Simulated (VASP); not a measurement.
Input of a VASP 6.6.1 run:

INCAR

```
SYSTEM = NaH
ALGO     = Normal         ! electronic algorithm
EDIFF    = 1E-6           ! SCF threshold, eV
ENCUT    = 520            ! plane-wave cutoff, eV
GGA      = PE             ! functional
ISIF     = 2              ! what is computed and relaxed
ISMEAR   = 0              ! smearing method
LASPH    = .True.         ! aspherical terms in the spheres
LCHARG   = .False.        ! write CHGCAR
LREAL    = .False.        ! projectors in reciprocal space
LWAVE    = .False.        ! write WAVECAR
NBANDS   = 11             ! bands
NELM     = 80             ! most SCF steps
PREC     = Accurate       ! precision mode
SIGMA    = 0.01           ! smearing width, eV
```

File KPOINTS:

```
k-points
0
Gamma
  6 6 6
  0 0 0
```

File POSCAR:

```
NaH
1.0
    0.0000000000      2.3975122885      2.3016117969
    2.3975122885      0.0000000000      2.3016117969
    2.3975122885      2.3975122885      0.0000000000
Na H
1 1
Direct
    0.0000000000      0.0000000000      0.0000000000
    0.5000000000      0.5000000000      0.5000000000
```

Potentials or basis: VASP PAW PBE potentials, release 64 (Na_pv, H).

Launch:

```sh
$ cat potpaw_PBE.64/Na_pv/POTCAR potpaw_PBE.64/H/POTCAR > POTCAR
$ mpirun -np 1 vasp_std > vasp.out
```

Estimate the band gap on the k mesh.

3.85 eV (least direct gap 4.76 eV).

Predict the pressure.

1.7 GPa.

Stress tensor (GPa, compression positive):
```
1.13 0.00 0.00
0.00 1.13 0.00
0.00 0.00 2.90
```

Caveat: the cell differs from its parent crystal (uniaxial z strain -4.0%). A k mesh can miss the band edges.
